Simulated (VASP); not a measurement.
A run of VASP 6.6.1:

File INCAR:

```
PREC = Accurate
ENCUT = 500
EDIFF = 1E-6
ISMEAR = -1
SIGMA = 0.05
LREAL = F
LASPH = T
NELM = 120
ALGO = Normal
ISIF = 2
LWAVE = F
LCHARG = F
GGA = PS
NBANDS = 17
GGA_COMPAT = F
```

KPOINTS

```
regular mesh
0
Gamma
  8 8 8
```

POSCAR

```
Pd
1.0
    0.0000000000      2.8418886008      2.8418886008
    2.8418886008      0.0000000000      2.8418886008
    2.8418886008      2.8418886008      0.0000000000
Pd
2
Direct
    1.0000000000      1.0000000000      1.0000000000
    0.2500000000      0.2500000000      0.2500000000
```

Potentials or basis: VASP PAW PBE potentials, release 64 (Pd).

Run with:

```sh
$ cat potpaw_PBE.64/Pd/POTCAR > POTCAR
$ mpirun -np 1 vasp_std > vasp.out
```

Hardware: 1 thread of AMD EPYC 7R43 64-Core Processor (Zen 3), on a shared host.

Question: How long does it take, and how much memory?

Answer: It took 21 s on 1 thread of AMD EPYC 7R43 64-Core Processor (Zen 3) (shared host), peak memory 0.13 GiB. Counts: scf iterations 11, k points 29.
